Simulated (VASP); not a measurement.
# NiO (P4/mmm) in VASP: further runs, part 2 of 2

VASP 6.6.1. Earlier steps stand in the parts before.

**3. Single point, PBE**

This run uses another cell than the first one, of 13.46 Å³/atom.

INCAR

```
SYSTEM = NiO
PREC = Accurate
ENCUT = 700
EDIFF = 1E-6
ISMEAR = 0
SIGMA = 0.1
LREAL = .FALSE.
LASPH = .TRUE.
NELM = 120
ALGO = Normal
ISIF = 2
LWAVE = .FALSE.
LCHARG = .FALSE.
GGA = PE
NBANDS = 19
GGA_COMPAT = .FALSE.
```

KPOINTS

```
Automatic mesh
0
G
  20 20 16
  0 0 0
```

POSCAR

```
NiO
1.0
    2.8315060721      0.0000000000      0.0000000000
    0.0000000000      2.8315060721      0.0000000000
    0.0000000000      0.0000000000      3.3569798569
Ni O
1 1
Direct
    0.0000000000      0.0000000000      0.5000000000
    0.0000000000      0.0000000000      0.0000000000
```

Potentials or basis: VASP PAW PBE potentials, release 64 (Ni_sv_GW, O).

The run is started by

```console
cat potpaw_PBE.64/Ni_sv_GW/POTCAR potpaw_PBE.64/O/POTCAR > POTCAR
mpirun -np 1 vasp_std > vasp.out
```

OUTCAR:

```text
SYSTEM = NiO
   PREC = Accurate
   ENCUT = 700
   EDIFF = 1E-6
   ISMEAR = 0
   LREAL = .FALSE.
   LASPH = .TRUE.
   NELM = 120
   ISIF = 2
   GGA = PE

 ion  position               nearest neighbor table
   1  0.000  0.000  0.500-   2 1.68   2 1.68
   2  0.000  0.000  0.000-   1 1.68   1 1.68

  LATTYP: Found a simple tetragonal cell.
 ALAT       =     2.8315060721
 C/A-ratio  =     1.1855810199

  Lattice vectors:

 A1 = (   2.8315060721,   0.0000000000,   0.0000000000)
 A2 = (   0.0000000000,   2.8315060721,   0.0000000000)
 A3 = (   0.0000000000,   0.0000000000,   3.3569798569)

Analysis of symmetry for initial positions (statically):
=====================================================================
 Subroutine PRICEL returns:
 Original cell was already a primitive cell.

 Routine SETGRP: Setting up the symmetry group for a
 simple tetragonal supercell.

 Subroutine GETGRP returns: Found 16 space group operations
 (whereof 16 operations were pure point group operations)
 out of a pool of 16 trial point group operations.

The static configuration has the point symmetry D_4h.

Analysis of symmetry for dynamics (positions and initial velocities):
=====================================================================
 Subroutine PRICEL returns:
 Original cell was already a primitive cell.

 Routine SETGRP: Setting up the symmetry group for a
 simple tetragonal supercell.

 Subroutine GETGRP returns: Found 16 space group operations
 (whereof 16 operations were pure point group operations)
 out of a pool of 16 trial point group operations.

The dynamic configuration has the point symmetry D_4h.

 Subroutine INISYM returns: Found 16 space group operations
 (whereof 16 operations are pure point group operations),
 and found     1 'primitive' translations

----------------------------------------------------------------------------------------

                                     Primitive cell

  volume of cell :      26.9143

  direct lattice vectors                    reciprocal lattice vectors
     2.831506072  0.000000000  0.000000000     0.353168941  0.000000000  0.000000000
     0.000000000  2.831506072  0.000000000     0.000000000  0.353168941  0.000000000
     0.000000000  0.000000000  3.356979857     0.000000000  0.000000000  0.297886804

  length of vectors
     2.831506072  2.831506072  3.356979857     0.353168941  0.353168941  0.297886804

  position of ions in fractional coordinates (direct lattice)
     0.000000000  0.000000000  0.500000000
     0.000000000  0.000000000  0.000000000

  ion indices of the primitive-cell ions
   primitive index   ion index
                 1           1
                 2           2

----------------------------------------------------------------------------------------

 KPOINTS: Automatic mesh

Automatic generation of k-mesh.
 Grid dimensions read from file:
 generate k-points for:   20   20   16

 Generating k-lattice:

  Cartesian coordinates                     Fractional coordinates (reciprocal lattice)
     0.017658447  0.000000000  0.000000000     0.050000000  0.000000000  0.000000000
     0.000000000  0.017658447  0.000000000     0.000000000  0.050000000  0.000000000
     0.000000000  0.000000000  0.018617925     0.000000000  0.000000000  0.062500000

  Length of vectors
     0.017658447  0.017658447  0.018617925

  Shift w.r.t. Gamma in fractional coordinates (k-lattice)
     0.000000000  0.000000000  0.000000000

 Subroutine IBZKPT returns following result:
 ===========================================

 Found    594 irreducible k-points:

 Following reciprocal coordinates:
            Coordinates               Weight
  0.000000  0.000000  0.000000      1.000000
  0.050000  0.000000  0.000000      4.000000
  0.100000  0.000000  0.000000      4.000000
  0.150000  0.000000  0.000000      4.000000
  0.200000  0.000000  0.000000      4.000000
  0.250000  0.000000  0.000000      4.000000
[... 16 lines left out ...]
  0.150000  0.100000  0.000000      8.000000
  0.200000  0.100000  0.000000      8.000000
 [... further k-points ...]
   k-points           NKPTS =    594   k-points in BZ     NKDIM =    594   number of bands    NBANDS=     19
   number of dos      NEDOS =    301   number of ions     NIONS =      2
   total plane-waves  NPLWV =  17280
   dimension x,y,z NGX =    24 NGY =   24 NGZ =   30
   dimension x,y,z NGXF=    48 NGYF=   48 NGZF=   60
   ions per type =               1   1
   NGX,Y,Z   is equivalent  to a cutoff of  14.09, 14.09, 14.86 a.u.
   NGXF,Y,Z  is equivalent  to a cutoff of  28.18, 28.18, 29.71 a.u.
 SYSTEM =  NiO
   PREC   = accura    normal or accurate (medium, high low for compatibility)
   ISTART =      0    job   : 0-new  1-cont  2-samecut
   ICHARG =      2    charge: 1-file 2-atom 10-const
   ISPIN  =      1    spin polarized calculation?
   LNONCOLLINEAR =      F non collinear calculations
   LSORBIT =      F    spin-orbit coupling
   LASPH  =      T    aspherical Exc in radial PAW
   ENCUT  =  700.0 eV  51.45 Ry    7.17 a.u.   6.11  6.11  7.24*2*pi/ulx,y,z
   NELM   =    120;   NELMIN=  2; NELMDL= -5     # of ELM steps
   EDIFF  = 0.1E-05   stopping-criterion for ELM
   LREAL  =      F    real-space projection
   EDIFFG = 0.1E-04   stopping-criterion for IOM
   NSW    =      0    number of steps for IOM
   IBRION =     -1    ionic relax: 0-MD 1-quasi-New 2-CG
   NFREE  =      0    steps in history (QN), initial steepest desc. (CG)
   ISIF   =      2    stress and relaxation
   ISYM   =      2    0-nonsym 1-usesym 2-fastsym
   POTIM  = 0.5000    time-step for ionic-motion
   TEBEG  =    0.0;   TEEND  =   0.0 temperature during run
   PSTRESS=    0.0 pullay stress
   NELECT =      24.0000    total number of electrons
   NUPDOWN=      -1.0000    fix difference up-down
   EMIN   =  10.00;   EMAX   =-10.00  energy-range for DOS
   EFERMI =   0.00;   METHOD = LEGACY
   ISMEAR =     0;   SIGMA  =   0.10  broadening in eV -4-tet -1-fermi 0-gaus
   EFERMI_NEDOS =   21; number of points for ismear=-14 and -15
   IALGO  =     38    algorithm
   IMIX   =      4    mixing-type and parameters
     AMIX     =   0.40;   BMIX     =  1.00
     AMIX_MAG =   1.60;   BMIX_MAG =  1.00
  volume/ion in A,a.u.               =      13.46        90.81
  Fermi-wavevector in a.u.,A,eV,Ry     =   1.575738  2.977713 33.782588  2.482950
  Thomas-Fermi vector in A             =   2.676677
   LORBIT       =      0    0 simple, 1 ext, 2 COOP (PROOUT), +10 PAW based schemes
   GGA     = PE    functional components
   LHFCALC =     F    Hartree Fock is set to
   AEXX    =    0.0000 exact exchange contribution
   IVDW    =     0    specifies the selected vdW correction
   LEPSILON=     F    determine dielectric tensor
   LRPA    =     F    only Hartree local field effects (RPA)
 non-spin polarized calculation
 Gauss-broadening in eV      SIGMA  =   0.10
  energy-cutoff  :      700.00
  volume of cell :       26.91
 maximum number of plane-waves:      1168
   NGX = 13   NGY = 13   NGZ = 15

 number of electron      23.9999994 magnetization

 Free energy of the ion-electron system (eV)
  ---------------------------------------------------
  ext. energy  EPLUGINS =         0.00000000
  ---------------------------------------------------
  free energy    TOTEN  =       -12.00234942 eV

  energy without entropy =      -11.99219045  energy(sigma->0) =      -11.99726993

 E-fermi :   2.3494     XC(G=0): -10.4752

 val. band max:        2.3486874008   @ k =   0.3000   0.1500   0.3125
 cond. band min:       2.3509781995   @ k =   0.3000   0.2000   0.3125
 fundamental gap:      0.0022907987
 Fermi energy:         2.3494219330

 k-point     1 :       0.0000    0.0000    0.0000
  band No.  band energies     occupation
      1    -101.2488      2.00000
      2     -62.4643      2.00000
      3     -61.2058      2.00000
      4     -61.2058      2.00000
      5     -17.0530      2.00000
      6      -2.2998      2.00000
[... 11 lines left out ...]
     18      19.2683      0.00000
     19      19.2683      0.00000
[... 485 lines left out ...]
 k-point    24 :       0.2000    0.1000    0.0000
  band No.  band energies     occupation
      1    -101.2481      2.00000
      2     -62.4635      2.00000
      3     -61.2140      2.00000
      4     -61.2075      2.00000
      5     -16.8846      2.00000
      6      -2.1591      2.00000
[... 11 lines left out ...]
     18      18.9867      0.00000
     19      22.7422      0.00000

 [... further k-points ...]

------------------------ aborting loop because EDIFF is reached ----------------------------------------

  FORCE on cell =-STRESS in cart. coord.  units (eV):
  Direction    XX          YY          ZZ          XY          YZ          ZX
  --------------------------------------------------------------------------------------
  -------------------------------------------------------------------------------------
  Total       -0.1139052     -0.1139052      0.0015032      0.0000000      0.0000000      0.0000000
  in kB       -6.7806381     -6.7806381      0.0894823      0.0000000      0.0000000      0.0000000
  external PRESSURE =      -4.4905980 kB  Pullay stress =       0.0000000 kB

 VOLUME and BASIS-vectors are now :
 -----------------------------------------------------------------------------
  energy-cutoff  :      700.00
  volume of cell :       26.91
      direct lattice vectors                 reciprocal lattice vectors
     2.831506072  0.000000000  0.000000000     0.353168941  0.000000000  0.000000000
     0.000000000  2.831506072  0.000000000     0.000000000  0.353168941  0.000000000
     0.000000000  0.000000000  3.356979857     0.000000000  0.000000000  0.297886804

 POSITION                                       TOTAL-FORCE (eV/Angst)
 -----------------------------------------------------------------------------------
      0.00000      0.00000      1.67849         0.000000      0.000000      0.000000
      0.00000      0.00000      0.00000         0.000000      0.000000      0.000000
 -----------------------------------------------------------------------------------
    total drift:                                0.000000     -0.000000      0.000000

  FREE ENERGIE OF THE ION-ELECTRON SYSTEM (eV)
  ---------------------------------------------------
  free  energy   TOTEN  =       -12.0023494167 eV

  energy  without entropy=      -11.9921904459  energy(sigma->0) =      -11.99726993
```

OSZICAR:

```text
N       E                     dE             d eps       ncg     rms          rms(c)
DAV:   1     0.246239164119E+03    0.24624E+03   -0.18009E+04 35330   0.477E+03
DAV:   2    -0.424041663103E+01   -0.25048E+03   -0.24108E+03 35291   0.937E+02
DAV:   3    -0.200457116857E+02   -0.15805E+02   -0.15529E+02 36452   0.298E+02
DAV:   4    -0.204745303966E+02   -0.42882E+00   -0.42811E+00 35782   0.323E+01
DAV:   5    -0.204864722540E+02   -0.11942E-01   -0.11939E-01 33144   0.405E+00    0.242E+01
DAV:   6    -0.266331208594E+02   -0.61466E+01   -0.16838E+02 35909   0.669E+02    0.320E+01
DAV:   7    -0.121293633622E+02    0.14504E+02   -0.63582E+01 32701   0.471E+02    0.418E+00
DAV:   8    -0.120577872448E+02    0.71576E-01   -0.12505E+00 34751   0.234E+01    0.238E+00
DAV:   9    -0.120094987729E+02    0.48288E-01   -0.10319E-01 38549   0.264E+01    0.110E+00
DAV:  10    -0.120038828425E+02    0.56159E-02   -0.32009E-02 40597   0.109E+01    0.359E-01
DAV:  11    -0.120023056234E+02    0.15772E-02   -0.32413E-03 36582   0.293E+00    0.984E-02
DAV:  12    -0.120023497331E+02   -0.44110E-04   -0.46864E-04 34563   0.814E-01    0.309E-02
DAV:  13    -0.120023534760E+02   -0.37430E-05   -0.84264E-05 38958   0.662E-01    0.293E-02
DAV:  14    -0.120023501812E+02    0.32949E-05   -0.29813E-05 32671   0.364E-01    0.862E-03
DAV:  15    -0.120023494167E+02    0.76450E-06   -0.18126E-06 24903   0.645E-02
   1 F= -.12002349E+02 E0= -.11997270E+02  d E =-.101590E-01
```

Run time: 3.6 min. Hardware: 1 thread of Intel Xeon Platinum 8488C (Sapphire Rapids), shared host; peak memory 0.63 GiB.

Results:

```yaml
Free_energy: -12.0023 eV
Pressure: -0.4 GPa
Band_gap_on_the_k_mesh: zero (bands 12 and 13 overlap by 2.10 eV)
```

Levels at points of the mesh, in eV from the Fermi level:
```
           k point  band 8  band 9  band 10  band 11  band 12  band 13  band 14  band 15  band 16  band 17
(0.00, 0.00, 0.00)   -2.14   -2.14    -2.06    -1.84    -1.84    -0.78     2.65    13.41    13.77    15.48
(0.50, 0.00, 0.00)   -2.38   -2.36    -1.90    -1.80    -1.16    -0.66     4.80     6.59    15.49    17.56
(0.50, 0.50, 0.00)   -3.98   -2.25    -2.25    -2.09    -0.76    -0.49     8.29     8.29     8.54    13.11
(0.00, 0.00, 0.50)   -4.12   -3.25    -1.99    -0.77     0.89     0.89     7.45     7.49    15.42    15.42
(0.50, 0.00, 0.50)   -3.96   -2.06    -1.13     0.32     0.52     0.95     2.79    10.49    12.47    13.10
(0.50, 0.50, 0.50)   -5.44   -1.95    -0.48     0.44     0.44     1.68     6.23     6.23    10.88    11.35
```

Caveat: the run has no spin polarisation, though such a crystal can be magnetic; semilocal functionals often make such compounds metallic where correlation or magnetic order opens a gap, which also shifts bond lengths.

The gap in the log of VASP goes by the Fermi energy; the results here count the filled bands.